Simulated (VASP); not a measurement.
# Ta (P6_3/mmc) in VASP: notebook

Ta is run at these levels: LDA; tasks: single point.

All numbers are computed with VASP 6.6.1; they aren't measurements. Logs are shortened: lines on timing, memory, paths and dates and some standing lists are left out, and cuts for length are marked.

### Step 1. The cell of the first run

Symmetry: P6_3/mmc, No. 194, hexagonal system. The conventional cell has a = 2.900 Å, b = 2.900 Å, c = 5.166 Å, α = 90.00°, β = 90.00°, γ = 120.00°. Ta (site symmetry -6m2) has 12 Ta at 2.90 to 3.08 Å within 3.8 Å.

### Step 2. Single point, LDA

File INCAR:

```
SYSTEM = Ta
PREC = Accurate ; ENCUT = 520
EDIFF = 1E-6 ; ISMEAR = -1
SIGMA = 0.25 ; LREAL = .FALSE.
LASPH = .TRUE. ; NELM = 80
ALGO = Normal ; ISIF = 2
LWAVE = .FALSE. ; LCHARG = .FALSE.
NBANDS = 18
```

File KPOINTS:

```
regular mesh
0
G
  12 12 6
  0 0 0
```

File POSCAR:

```
Ta
1.0
    2.9003720000      0.0000000000      0.0000000000
   -1.4501860000      2.5117960000      0.0000000000
    0.0000000000      0.0000000000      5.1662740000
Ta
2
Direct
    0.6666666667      0.3333333333      0.7500000000
    0.3333333333      0.6666666667      0.2500000000
```

Potentials or basis: VASP PAW LDA potentials, release 64 (Ta_pv).

Run with:

```console
$ cat potpaw_LDA.64/Ta_pv/POTCAR > POTCAR
$ mpirun -np 1 vasp_std > vasp.out
```

OUTCAR:

```text
SYSTEM = Ta
   PREC = Accurate
   ENCUT = 520
   EDIFF = 1E-6
   ISMEAR = -1
   LREAL = .FALSE.
   LASPH = .TRUE.
   NELM = 80
   ISIF = 2

 ion  position               nearest neighbor table
   1  0.667  0.333  0.750-   2 3.08   2 3.08   2 3.08   2 3.08   2 3.08   2 3.08
   2  0.333  0.667  0.250-   1 3.08   1 3.08   1 3.08   1 3.08   1 3.08   1 3.08

  LATTYP: Found a hexagonal cell.
 ALAT       =     2.9003720000
 C/A-ratio  =     1.7812453023

  Lattice vectors:

 A1 = (   2.9003720000,   0.0000000000,   0.0000000000)
 A2 = (  -1.4501860000,   2.5117960000,   0.0000000000)
 A3 = (   0.0000000000,   0.0000000000,   5.1662740000)

Analysis of symmetry for initial positions (statically):
=====================================================================
 Subroutine PRICEL returns:
 Original cell was already a primitive cell.

 Routine SETGRP: Setting up the symmetry group for a
 hexagonal supercell.

 Subroutine GETGRP returns: Found 24 space group operations
 (whereof 12 operations were pure point group operations)
 out of a pool of 24 trial point group operations.

The static configuration has the point symmetry D_3d.
 The point group associated with its full space group is D_6h.

Analysis of symmetry for dynamics (positions and initial velocities):
=====================================================================
 Subroutine PRICEL returns:
 Original cell was already a primitive cell.

 Routine SETGRP: Setting up the symmetry group for a
 hexagonal supercell.

 Subroutine GETGRP returns: Found 24 space group operations
 (whereof 12 operations were pure point group operations)
 out of a pool of 24 trial point group operations.

The dynamic configuration has the point symmetry D_3d.
 The point group associated with its full space group is D_6h.

 Subroutine INISYM returns: Found 24 space group operations
 (whereof 12 operations are pure point group operations),
 and found     1 'primitive' translations

----------------------------------------------------------------------------------------

                                     Primitive cell

  volume of cell :      37.6370

  direct lattice vectors                    reciprocal lattice vectors
     2.900372000  0.000000000  0.000000000     0.344783359  0.199060752  0.000000000
    -1.450186000  2.511796000  0.000000000     0.000000000  0.398121503  0.000000000
     0.000000000  0.000000000  5.166274000     0.000000000  0.000000000  0.193563098

  length of vectors
     2.900372000  2.900372145  5.166274000     0.398121523  0.398121503  0.193563098

  position of ions in fractional coordinates (direct lattice)
     0.666666667  0.333333333  0.750000000
     0.333333333  0.666666667  0.250000000

  ion indices of the primitive-cell ions
   primitive index   ion index
                 1           1
                 2           2

----------------------------------------------------------------------------------------

 KPOINTS: regular mesh

Automatic generation of k-mesh.
 Grid dimensions read from file:
 generate k-points for:   12   12    6

 Generating k-lattice:

  Cartesian coordinates                     Fractional coordinates (reciprocal lattice)
     0.028731947  0.016588396  0.000000000     0.083333333  0.000000000  0.000000000
     0.000000000  0.033176792  0.000000000     0.000000000  0.083333333  0.000000000
     0.000000000  0.000000000  0.032260516     0.000000000  0.000000000  0.166666667

  Length of vectors
     0.033176794  0.033176792  0.032260516

  Shift w.r.t. Gamma in fractional coordinates (k-lattice)
     0.000000000  0.000000000  0.000000000

 Subroutine IBZKPT returns following result:
 ===========================================

 Found     76 irreducible k-points:

 Following reciprocal coordinates:
            Coordinates               Weight
  0.000000  0.000000  0.000000      1.000000
  0.083333  0.000000  0.000000      6.000000
  0.166667  0.000000  0.000000      6.000000
  0.250000  0.000000  0.000000      6.000000
  0.333333 -0.000000  0.000000      6.000000
  0.416667  0.000000  0.000000      6.000000
[... 16 lines left out ...]
  0.250000  0.000000  0.166667     12.000000
  0.333333 -0.000000  0.166667     12.000000
 [... further k-points ...]
   k-points           NKPTS =     76   k-points in BZ     NKDIM =     76   number of bands    NBANDS=     18
   number of dos      NEDOS =    301   number of ions     NIONS =      2
   total plane-waves  NPLWV =  23040
   dimension x,y,z NGX =    24 NGY =   24 NGZ =   40
   dimension x,y,z NGXF=    48 NGYF=   48 NGZF=   80
   ions per type =               2
   NGX,Y,Z   is equivalent  to a cutoff of  13.76, 13.76, 12.87 a.u.
   NGXF,Y,Z  is equivalent  to a cutoff of  27.51, 27.51, 25.74 a.u.
 SYSTEM =  Ta
   PREC   = accura    normal or accurate (medium, high low for compatibility)
   ISTART =      0    job   : 0-new  1-cont  2-samecut
   ICHARG =      2    charge: 1-file 2-atom 10-const
   ISPIN  =      1    spin polarized calculation?
   LNONCOLLINEAR =      F non collinear calculations
   LSORBIT =      F    spin-orbit coupling
   LASPH  =      T    aspherical Exc in radial PAW
   ENCUT  =  520.0 eV  38.22 Ry    6.18 a.u.   5.39  5.39  9.61*2*pi/ulx,y,z
   NELM   =     80;   NELMIN=  2; NELMDL= -5     # of ELM steps
   EDIFF  = 0.1E-05   stopping-criterion for ELM
   LREAL  =      F    real-space projection
   EDIFFG = 0.1E-04   stopping-criterion for IOM
   NSW    =      0    number of steps for IOM
   IBRION =     -1    ionic relax: 0-MD 1-quasi-New 2-CG
   NFREE  =      0    steps in history (QN), initial steepest desc. (CG)
   ISIF   =      2    stress and relaxation
   ISYM   =      2    0-nonsym 1-usesym 2-fastsym
   POTIM  = 0.5000    time-step for ionic-motion
   TEBEG  =    0.0;   TEEND  =   0.0 temperature during run
   PSTRESS=    0.0 pullay stress
   NELECT =      22.0000    total number of electrons
   NUPDOWN=      -1.0000    fix difference up-down
   EMIN   =  10.00;   EMAX   =-10.00  energy-range for DOS
   EFERMI =   0.00;   METHOD = LEGACY
   ISMEAR =    -1;   SIGMA  =   0.25  broadening in eV -4-tet -1-fermi 0-gaus
   EFERMI_NEDOS =   21; number of points for ismear=-14 and -15
   IALGO  =     38    algorithm
   IMIX   =      4    mixing-type and parameters
     AMIX     =   0.40;   BMIX     =  1.00
     AMIX_MAG =   1.60;   BMIX_MAG =  1.00
  volume/ion in A,a.u.               =      18.82       126.99
  Fermi-wavevector in a.u.,A,eV,Ry     =   1.368812  2.586680 25.492516  1.873647
  Thomas-Fermi vector in A             =   2.494743
   LORBIT       =      0    0 simple, 1 ext, 2 COOP (PROOUT), +10 PAW based schemes
   GGA     = CA    functional components
   LHFCALC =     F    Hartree Fock is set to
   AEXX    =    0.0000 exact exchange contribution
   IVDW    =     0    specifies the selected vdW correction
   LEPSILON=     F    determine dielectric tensor
   LRPA    =     F    only Hartree local field effects (RPA)
 non-spin polarized calculation
  energy-cutoff  :      520.00
  volume of cell :       37.64
 maximum number of plane-waves:      1045
 NGX is ok and might be reduce to    24
   NGX = 11   NGY = 11   NGZ = 19

 number of electron      22.0000003 magnetization

 Free energy of the ion-electron system (eV)
  ---------------------------------------------------
  ext. energy  EPLUGINS =         0.00000000
  ---------------------------------------------------
  free energy    TOTEN  =       -25.23378891 eV

  energy without entropy =      -24.71199560  energy(sigma->0) =      -24.97289225

 E-fermi :   5.4548     XC(G=0): -12.5619

 val. band max:        5.4258334993   @ k =   0.3333  -0.0000   0.1667
 cond. band min:       5.4593486891   @ k =   0.0833   0.0833   0.5000
 fundamental gap:      0.0335151898
 Fermi energy:         5.4548095887

 k-point     1 :       0.0000    0.0000    0.0000
  band No.  band energies     occupation
      1     -28.9367      2.00000
      2     -28.1106      2.00000
      3     -27.9885      2.00000
      4     -27.9885      2.00000
      5     -27.9051      2.00000
      6     -27.9051      2.00000
[... 10 lines left out ...]
     17      10.5015      0.00000
     18      10.5015      0.00000

 k-point     2 :       0.0833    0.0000    0.0000
  band No.  band energies     occupation
      1     -28.9144      2.00000
      2     -28.1132      2.00000
      3     -28.0612      2.00000
      4     -28.0083      2.00000
      5     -27.9793      2.00000
      6     -27.9185      2.00000
[... 10 lines left out ...]
     17      10.6061      0.00000
     18      11.0710      0.00000

 k-point     3 :       0.1667    0.0000    0.0000
  band No.  band energies     occupation
      1     -28.8509      2.00000
      2     -28.2576      2.00000
      3     -28.1764      2.00000
      4     -28.1223      2.00000
      5     -28.0608      2.00000
      6     -27.9558      2.00000
[... 10 lines left out ...]
     17      10.7832      0.00000
     18      12.2588      0.00000

 k-point     4 :       0.2500    0.0000    0.0000
  band No.  band energies     occupation
      1     -28.7567      2.00000
      2     -28.5209      2.00000
      3     -28.4334      2.00000
      4     -28.1418      2.00000
      5     -28.1302      2.00000
      6     -28.0078      2.00000
[... 375 lines left out ...]
      4     -28.1219      2.00000
      5     -28.0538      2.00000
      6     -27.9629      2.00000
[... 10 lines left out ...]
     17      10.6479      0.00000
     18      11.5848      0.00000

 k-point    23 :       0.2500    0.0000    0.1667
  band No.  band energies     occupation
      1     -28.7400      2.00000
      2     -28.5007      2.00000
      3     -28.4506      2.00000
      4     -28.1633      2.00000
      5     -28.1221      2.00000
      6     -28.0161      2.00000
[... 10 lines left out ...]
     17      10.7042      0.00000
     18      12.2141      0.00000

 k-point    24 :       0.3333   -0.0000    0.1667
  band No.  band energies     occupation
      1     -28.8078      2.00000
      2     -28.7081      2.00000
      3     -28.5729      2.00000
      4     -28.1904      2.00000
      5     -28.1885      2.00000
      6     -28.0697      2.00000
[... 10 lines left out ...]
     17      10.8124      0.00000
     18      12.4863      0.00000

 [... further k-points ...]
[... 5 lines left out ...]
  --------------------------------------------------------------------------------------
  -------------------------------------------------------------------------------------
  Total       -2.3648648     -2.3648652     -2.2259666      0.0000000      0.0000000      0.0000000
  in kB     -100.6703091   -100.6703226    -94.7575288      0.0000000      0.0000000      0.0000000
  external PRESSURE =     -98.6993868 kB  Pullay stress =       0.0000000 kB

 VOLUME and BASIS-vectors are now :
 -----------------------------------------------------------------------------
  energy-cutoff  :      520.00
  volume of cell :       37.64
      direct lattice vectors                 reciprocal lattice vectors
     2.900372000  0.000000000  0.000000000     0.344783359  0.199060752  0.000000000
    -1.450186000  2.511796000  0.000000000     0.000000000  0.398121503  0.000000000
     0.000000000  0.000000000  5.166274000     0.000000000  0.000000000  0.193563098

 POSITION                                       TOTAL-FORCE (eV/Angst)
 -----------------------------------------------------------------------------------
      1.45019      0.83727      3.87471        -0.000000     -0.000000      0.000000
     -0.00000      1.67453      1.29157         0.000000      0.000000      0.000000
 -----------------------------------------------------------------------------------
    total drift:                                0.000000     -0.000000      0.000000

  FREE ENERGIE OF THE ION-ELECTRON SYSTEM (eV)
  ---------------------------------------------------
  free  energy   TOTEN  =       -25.2337889087 eV

  energy  without entropy=      -24.7119955952  energy(sigma->0) =      -24.97289225
```

It took 25 s on 1 thread of Intel Xeon Platinum 8175M at 2.50GHz (Skylake/Cascade Lake), shared host; peak memory 0.17 GiB.

Results:

| Quantity | Value |
| --- | --- |
| Free energy | -25.2338 eV |
| Pressure | -9.9 GPa |
| Band gap on the k mesh | zero (band 11 reaches 7.04 eV, above the bottom of band 12 at 4.73 eV) |

Stress tensor (GPa, compression positive):
```
-10.07   0.00   0.00
  0.00 -10.07   0.00
  0.00   0.00  -9.48
```

Caveat: spin-orbit coupling is left out, which moves the levels of the heavy elements.

### Step 3. Single point, LDA

File INCAR:

```
SYSTEM = Ta
ALGO = Normal
EDIFF = 1E-6
ENCUT = 520
ISIF = 2
ISMEAR = -1
LASPH = .True.
LCHARG = .True.
LELF = .True.
LREAL = .False.
LVHAR = .True.
LWAVE = .False.
NBANDS = 18
NELM = 60
PREC = Accurate
SIGMA = 0.15
```

File KPOINTS:

```
k-points
0
Gamma
  12 12 6
  0 0 0
```

POSCAR is that of step 2.

Potentials or basis: VASP PAW LDA potentials, release 64 (Ta_pv).

Run with:

```console
$ cat potpaw_LDA.64/Ta_pv/POTCAR > POTCAR
$ mpirun -np 1 vasp_std > vasp.out
```

OUTCAR:

```text
SYSTEM = Ta
   EDIFF = 1E-6
   ENCUT = 520
   ISIF = 2
   ISMEAR = -1
   LASPH = .True.
   LREAL = .False.
   NELM = 60
   PREC = Accurate

 ion  position               nearest neighbor table
   1  0.667  0.333  0.750-   2 3.08   2 3.08   2 3.08   2 3.08   2 3.08   2 3.08
   2  0.333  0.667  0.250-   1 3.08   1 3.08   1 3.08   1 3.08   1 3.08   1 3.08

  LATTYP: Found a hexagonal cell.
 ALAT       =     2.9003720000
 C/A-ratio  =     1.7812453023

  Lattice vectors:

 A1 = (   2.9003720000,   0.0000000000,   0.0000000000)
 A2 = (  -1.4501860000,   2.5117960000,   0.0000000000)
[... 674 lines left out ...]
      5     -28.1937      2.00000
      6     -28.0766      2.00000
[... 10 lines left out ...]
     17      10.8091      0.00000
     18      12.4849      0.00000

 [... further k-points ...]
[... 5 lines left out ...]
  --------------------------------------------------------------------------------------
  -------------------------------------------------------------------------------------
  Total       -2.6716840     -2.6716844     -2.2608750     -0.0000000      0.0000000     -0.0000000
  in kB     -113.7313435   -113.7313587    -96.2435483     -0.0000000      0.0000000     -0.0000000
  external PRESSURE =    -107.9020835 kB  Pullay stress =       0.0000000 kB

 VOLUME and BASIS-vectors are now :
 -----------------------------------------------------------------------------
  energy-cutoff  :      520.00
  volume of cell :       37.64
      direct lattice vectors                 reciprocal lattice vectors
     2.900372000  0.000000000  0.000000000     0.344783359  0.199060752  0.000000000
    -1.450186000  2.511796000  0.000000000     0.000000000  0.398121503  0.000000000
     0.000000000  0.000000000  5.166274000     0.000000000  0.000000000  0.193563098

 POSITION                                       TOTAL-FORCE (eV/Angst)
 -----------------------------------------------------------------------------------
      1.45019      0.83727      3.87471         0.000000      0.000000      0.000000
     -0.00000      1.67453      1.29157         0.000000     -0.000000      0.000000
 -----------------------------------------------------------------------------------
    total drift:                                0.000000     -0.000000      0.000000

  FREE ENERGIE OF THE ION-ELECTRON SYSTEM (eV)
  ---------------------------------------------------
  free  energy   TOTEN  =       -25.0641865206 eV

  energy  without entropy=      -24.8714029173  energy(sigma->0) =      -24.96779472
```

Wall time 27 s (1 thread of Intel Xeon Platinum 8175M at 2.50GHz (Skylake/Cascade Lake), shared host); peak memory 0.17 GiB.

Results:

* Free energy: -25.0642 eV
* Pressure: -10.8 GPa
* Band gap on the k mesh: zero (band 11 reaches 7.04 eV, above the bottom of band 12 at 4.73 eV)

Caveat: spin-orbit coupling is left out, which moves the levels of the heavy elements.

### Step 4. Single point, LDA

File INCAR:

```
SYSTEM = Ta
ALGO = Normal ; EDIFF = 1E-6
ENCUT = 520 ; ISIF = 2
ISMEAR = -1 ; LASPH = .True.
LCHARG = .False. ; LREAL = .False.
LWAVE = .False. ; NBANDS = 18
NELM = 100 ; PREC = Accurate
SIGMA = 0.1
```

KPOINTS is that of step 3.

POSCAR is that of step 3.

Run with:

```console
$ cat potpaw_LDA.64/Ta_pv/POTCAR > POTCAR
$ mpirun -np 1 vasp_std > vasp.out
```

Wall time 25 s (1 thread of Intel Xeon Platinum 8175M at 2.50GHz (Skylake/Cascade Lake), shared host); peak memory 0.16 GiB.

Results (log left out):

```
Free energy            : -25.0111 eV
Pressure               : -11.2 GPa
Band gap on the k mesh : zero (band 11 reaches 7.04 eV, above the bottom of band 12 at 4.73 eV)
```

Stress tensor (GPa, compression positive):
```
-11.90   0.00   0.00
  0.00 -11.90   0.00
  0.00   0.00  -9.68
```

Levels at points of the mesh, in eV from the Fermi level:
```tsv
k point	band 9	band 10	band 11	band 12	band 13	band 14
(0.00, 0.00, 0.00)	-0.58	0.04	0.57	0.57	1.12	1.12
(0.50, 0.00, 0.00)	-3.30	-0.36	-0.36	0.50	0.81	5.44
(0.00, 0.00, 0.50)	-1.15	-1.15	0.61	0.61	0.61	0.61
(0.50, 0.00, 0.50)	-2.29	-2.29	1.59	1.59	2.54	2.54
```

Caveat: spin-orbit coupling is left out, which moves the levels of the heavy elements.

### Step 5. Overview

```tsv
smearing	gap on the mesh (eV)	pressure (GPa)
fermi-dirac 0.25 eV	none	-9.9
fermi-dirac 0.15 eV	none	-10.8
fermi-dirac 0.1 eV	none	-11.2
```

Alike in all rows: task single point; level LDA; potentials or basis VASP PAW LDA potentials, release 64 (Ta_pv); no spin polarisation; cell as given; k mesh 12 × 12 × 6; cutoff (eV) 520.

Every run on the cell as given and a fine mesh finds a metal.

Caveats: spin-orbit coupling is left out, which moves the levels of the heavy elements.

Absolute energies hang on the potentials; compare differences alone.
